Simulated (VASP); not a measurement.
# Cu (I4/mmm) in VASP: a series of runs

Cu is run at these levels: PBE exchange alone, LDA, PBE0; tasks: single point.

Program: VASP 6.6.1. These are calculated values, not measurements. Logs are shortened: lines on timing, memory, paths and dates and some standing lists are left out, and cuts for length are marked.

### Step 1. The cell of the first run

Symmetry: I4/mmm, No. 139, tetragonal system. Conventional cell: a = 2.886 Å, b = 2.886 Å, c = 2.752 Å, α = 90.00°, β = 90.00°, γ = 90.00°. Cu (site symmetry 4/mmm) has 14 Cu at 2.46 to 2.89 Å within 3.2 Å.

### Step 2. Single point, PBE exchange alone

INCAR

```
SYSTEM = Cu
PREC = Accurate ; ENCUT = 520
EDIFF = 1E-6 ; ISMEAR = -5
SIGMA = 0.05 ; LREAL = .False.
LASPH = .True. ; NELM = 60
ALGO = Fast ; ISIF = 2
LWAVE = .False. ; LCHARG = .False.
GGA = PE ; ALDAC = 0.0
AGGAC = 0.0 ; NBANDS = 12
```

KPOINTS

```
regular mesh
0
Gamma
  13 13 13
  0 0 0
```

POSCAR

```
Cu
1.0
   -1.4427933200      1.4427933200      1.3760814500
    1.4427933200     -1.4427933200      1.3760814500
    1.4427933200      1.4427933200     -1.3760814500
Cu
1
Direct
    0.0000000000      0.0000000000      0.0000000000
```

Potentials or basis: VASP PAW PBE potentials, release 64 (Cu).

Run with:

```bash
cat potpaw_PBE.64/Cu/POTCAR > POTCAR
mpirun -np 1 vasp_std > vasp.out
```

OUTCAR:

```text
SYSTEM = Cu
   PREC = Accurate
   ENCUT = 520
   EDIFF = 1E-6
   ISMEAR = -5
   LREAL = .False.
   LASPH = .True.
   NELM = 60
   ISIF = 2
   GGA = PE

 ion  position               nearest neighbor table
   1  0.000  0.000  0.000-

  LATTYP: Found a body centered tetragonal cell.
 ALAT       =     2.8855866400
 C/A-ratio  =     0.9537620052

  Lattice vectors:

 A1 = (  -1.4427933200,   1.4427933200,   1.3760814500)
 A2 = (   1.4427933200,  -1.4427933200,   1.3760814500)
 A3 = (   1.4427933200,   1.4427933200,  -1.3760814500)

Analysis of symmetry for initial positions (statically):
=====================================================================
 Subroutine PRICEL returns:
 Original cell was already a primitive cell.

 Routine SETGRP: Setting up the symmetry group for a
 body centered tetragonal supercell.

 Subroutine GETGRP returns: Found 16 space group operations
 (whereof 16 operations were pure point group operations)
 out of a pool of 16 trial point group operations.

The static configuration has the point symmetry D_4h.

Analysis of symmetry for dynamics (positions and initial velocities):
=====================================================================
 Subroutine PRICEL returns:
 Original cell was already a primitive cell.

 Routine SETGRP: Setting up the symmetry group for a
 body centered tetragonal supercell.

 Subroutine GETGRP returns: Found 16 space group operations
 (whereof 16 operations were pure point group operations)
 out of a pool of 16 trial point group operations.

The dynamic configuration has the point symmetry D_4h.

 Subroutine INISYM returns: Found 16 space group operations
 (whereof 16 operations are pure point group operations),
 and found     1 'primitive' translations

----------------------------------------------------------------------------------------

                                     Primitive cell

  volume of cell :      11.4581

  direct lattice vectors                    reciprocal lattice vectors
    -1.442793320  1.442793320  1.376081450     0.000000000  0.346549983  0.363350585
     1.442793320 -1.442793320  1.376081450     0.346549983  0.000000000  0.363350585
     1.442793320  1.442793320 -1.376081450     0.346549983  0.346549983  0.000000000

  length of vectors
     2.461078074  2.461078074  2.461078074     0.502116060  0.502116060  0.490095685

  position of ions in fractional coordinates (direct lattice)
     0.000000000  0.000000000  0.000000000

  ion indices of the primitive-cell ions
   primitive index   ion index
                 1           1

----------------------------------------------------------------------------------------

 KPOINTS: regular mesh

Automatic generation of k-mesh.
 Grid dimensions read from file:
 generate k-points for:   13   13   13

 Generating k-lattice:

  Cartesian coordinates                     Fractional coordinates (reciprocal lattice)
     0.000000000  0.026657691  0.027950045     0.076923077 -0.000000000  0.000000000
     0.026657691  0.000000000  0.027950045    -0.000000000  0.076923077  0.000000000
     0.026657691  0.026657691  0.000000000     0.000000000  0.000000000  0.076923077

  Length of vectors
     0.038624312  0.038624312  0.037699668

  Shift w.r.t. Gamma in fractional coordinates (k-lattice)
     0.000000000  0.000000000  0.000000000

 TETIRR: Found   5259 inequivalent tetrahedra from    13182

 Subroutine IBZKPT returns following result:
 ===========================================

 Found    196 irreducible k-points:

 Following reciprocal coordinates:
            Coordinates               Weight
  0.000000  0.000000  0.000000      1.000000
  0.076923  0.000000  0.000000      8.000000
  0.153846  0.000000  0.000000      8.000000
  0.230769 -0.000000  0.000000      8.000000
  0.307692  0.000000  0.000000      8.000000
  0.384615 -0.000000  0.000000      8.000000
[... 16 lines left out ...]
  0.384615  0.153846  0.000000     16.000000
  0.461538  0.153846  0.000000     16.000000
 [... further k-points ...]
   k-points           NKPTS =    196   k-points in BZ     NKDIM =    196   number of bands    NBANDS=     12
   number of dos      NEDOS =    301   number of ions     NIONS =      1
   total plane-waves  NPLWV =   5832
   dimension x,y,z NGX =    18 NGY =   18 NGZ =   18
   dimension x,y,z NGXF=    36 NGYF=   36 NGZF=   36
   ions per type =               1
   NGX,Y,Z   is equivalent  to a cutoff of  12.16, 12.16, 12.16 a.u.
   NGXF,Y,Z  is equivalent  to a cutoff of  24.32, 24.32, 24.32 a.u.
 SYSTEM =  Cu
   PREC   = accura    normal or accurate (medium, high low for compatibility)
   ISTART =      0    job   : 0-new  1-cont  2-samecut
   ICHARG =      2    charge: 1-file 2-atom 10-const
   ISPIN  =      1    spin polarized calculation?
   LNONCOLLINEAR =      F non collinear calculations
   LSORBIT =      F    spin-orbit coupling
   LASPH  =      T    aspherical Exc in radial PAW
   ENCUT  =  520.0 eV  38.22 Ry    6.18 a.u.   4.58  4.58  4.58*2*pi/ulx,y,z
   NELM   =     60;   NELMIN=  2; NELMDL= -5     # of ELM steps
   EDIFF  = 0.1E-05   stopping-criterion for ELM
   LREAL  =      F    real-space projection
   EDIFFG = 0.1E-04   stopping-criterion for IOM
   NSW    =      0    number of steps for IOM
   IBRION =     -1    ionic relax: 0-MD 1-quasi-New 2-CG
   NFREE  =      0    steps in history (QN), initial steepest desc. (CG)
   ISIF   =      2    stress and relaxation
   ISYM   =      2    0-nonsym 1-usesym 2-fastsym
   POTIM  = 0.5000    time-step for ionic-motion
   TEBEG  =    0.0;   TEEND  =   0.0 temperature during run
   PSTRESS=    0.0 pullay stress
   NELECT =      11.0000    total number of electrons
   NUPDOWN=      -1.0000    fix difference up-down
   EMIN   =  10.00;   EMAX   =-10.00  energy-range for DOS
   EFERMI =   0.00;   METHOD = LEGACY
   ISMEAR =    -5;   SIGMA  =   0.05  broadening in eV -4-tet -1-fermi 0-gaus
   EFERMI_NEDOS =   21; number of points for ismear=-14 and -15
   IALGO  =     68    algorithm
   IMIX   =      4    mixing-type and parameters
     AMIX     =   0.40;   BMIX     =  1.00
     AMIX_MAG =   1.60;   BMIX_MAG =  1.00
  volume/ion in A,a.u.               =      11.46        77.32
  Fermi-wavevector in a.u.,A,eV,Ry     =   1.614984  3.051878 35.486359  2.608174
  Thomas-Fermi vector in A             =   2.709805
   LORBIT       =      0    0 simple, 1 ext, 2 COOP (PROOUT), +10 PAW based schemes
   GGA     = PE    functional components
   LHFCALC =     F    Hartree Fock is set to
   AEXX    =    0.0000 exact exchange contribution
   IVDW    =     0    specifies the selected vdW correction
   LEPSILON=     F    determine dielectric tensor
   LRPA    =     F    only Hartree local field effects (RPA)
 non-spin polarized calculation
 RMM-DIIS sequential band-by-band and
 Fermi weights with tetrahedron method with Bloechl corrections
  energy-cutoff  :      520.00
  volume of cell :       11.46
 maximum number of plane-waves:       323
   NGX =  9   NGY =  9   NGZ =  9

 number of electron      10.9999998 magnetization

 Free energy of the ion-electron system (eV)
  ---------------------------------------------------
  ext. energy  EPLUGINS =         0.00000000
  ---------------------------------------------------
  free energy    TOTEN  =        -2.00768738 eV

  energy without entropy =       -2.00768738  energy(sigma->0) =       -2.00768738

 E-fermi :   9.7682     XC(G=0): -11.1636

 val. band max:        9.6809695023   @ k =  -0.0769  -0.4615   0.0769
 cond. band min:       9.7116999106   @ k =  -0.3077   0.3846   0.2308
 fundamental gap:      0.0307304083
 Fermi energy:         9.7682229753

 k-point     1 :       0.0000    0.0000    0.0000
  band No.  band energies     occupation
      1       0.1432      2.00000
      2       6.3114      2.00000
      3       6.5054      2.00000
      4       6.5054      2.00000
      5       7.3803      2.00000
      6       7.5856      2.00000
      7      34.7572      0.00000
      8      34.7572      0.00000
      9      36.0301      0.00000
     10      38.3341      0.00000
     11      38.3347      0.00000
     12      38.8493      0.00000

 k-point     2 :       0.0769    0.0000    0.0000
  band No.  band energies     occupation
      1       0.3804      2.00000
      2       6.3169      2.00000
      3       6.4992      2.00000
      4       6.5454      2.00000
      5       7.3805      2.00000
      6       7.5526      2.00000
      7      33.1986      0.00000
      8      34.1445      0.00000
      9      34.4085      0.00000
     10      36.2309      0.00000
     11      36.8839      0.00000
     12      37.7348      0.00000

 k-point     3 :       0.1538    0.0000    0.0000
  band No.  band energies     occupation
      1       1.0743      2.00000
      2       6.2223      2.00000
      3       6.4643      2.00000
      4       6.7744      2.00000
      5       7.3768      2.00000
      6       7.5033      2.00000
      7      29.1510      0.00000
      8      32.3299      0.00000
      9      32.8426      0.00000
     10      33.9872      0.00000
     11      35.7118      0.00000
     12      38.2240      0.00000
[... 286 lines left out ...]
 k-point    23 :       0.3846    0.1538    0.0000
  band No.  band energies     occupation
      1       4.8180      2.00000
      2       5.6931      2.00000
      3       6.8505      2.00000
      4       7.4538      2.00000
      5       7.8634      2.00000
      6      10.7388     -0.09262
      7      15.0149      0.00000
      8      22.0455      0.00000
      9      26.9036      0.00000
     10      33.6287      0.00000
     11      38.9643      0.00000
     12      40.7541      0.00000

 k-point    24 :       0.4615    0.1538    0.0000
  band No.  band energies     occupation
      1       4.8156      2.00000
      2       5.6986      2.00000
      3       6.8474      2.00000
      4       7.4620      2.00000
      5       7.8120      2.00000
      6      10.6242      0.00153
      7      15.2088      0.00000
      8      21.9315      0.00000
      9      27.0375      0.00000
     10      33.5874      0.00000
     11      39.2339      0.00000
     12      41.7099      0.00000

 [... further k-points ...]

------------------------ aborting loop because EDIFF is reached ----------------------------------------

  FORCE on cell =-STRESS in cart. coord.  units (eV):
  Direction    XX          YY          ZZ          XY          YZ          ZX
  --------------------------------------------------------------------------------------
  -------------------------------------------------------------------------------------
  Total        2.1975840      2.1975840      2.1848547      0.0000000     -0.0000000      0.0000000
  in kB      307.2866487    307.2866487    305.5067123      0.0000000     -0.0000000      0.0000000
  external PRESSURE =     306.6933366 kB  Pullay stress =       0.0000000 kB

 VOLUME and BASIS-vectors are now :
 -----------------------------------------------------------------------------
  energy-cutoff  :      520.00
  volume of cell :       11.46
      direct lattice vectors                 reciprocal lattice vectors
    -1.442793320  1.442793320  1.376081450     0.000000000  0.346549983  0.363350585
     1.442793320 -1.442793320  1.376081450     0.346549983  0.000000000  0.363350585
     1.442793320  1.442793320 -1.376081450     0.346549983  0.346549983  0.000000000

 POSITION                                       TOTAL-FORCE (eV/Angst)
 -----------------------------------------------------------------------------------
      0.00000      0.00000      0.00000         0.000000     -0.000000     -0.000000
 -----------------------------------------------------------------------------------
    total drift:                                0.000000      0.000000      0.000000

  FREE ENERGIE OF THE ION-ELECTRON SYSTEM (eV)
  ---------------------------------------------------
  free  energy   TOTEN  =        -2.0076873787 eV

  energy  without entropy=       -2.0076873787  energy(sigma->0) =       -2.00768738
```

Wall time 29 s (1 thread of Intel Xeon Platinum 8488C (Sapphire Rapids), shared host); peak memory 0.15 GiB.

Results:

```yaml
Free_energy: -2.0077 eV
Pressure: 30.7 GPa
```

Stress tensor (GPa, compression positive):
```
30.73  0.00  0.00
 0.00 30.73  0.00
 0.00  0.00 30.55
```

Levels at points of the mesh, in eV from the Fermi level:
```tsv
k point	band 4	band 5	band 6	band 7	band 8	band 9
(0.00, 0.00, 0.00)	-3.26	-2.39	-2.18	24.99	24.99	26.26
```

Caveat: tetrahedron occupations give inexact forces and stress in metals.

(Continued in part 2 of 3.)
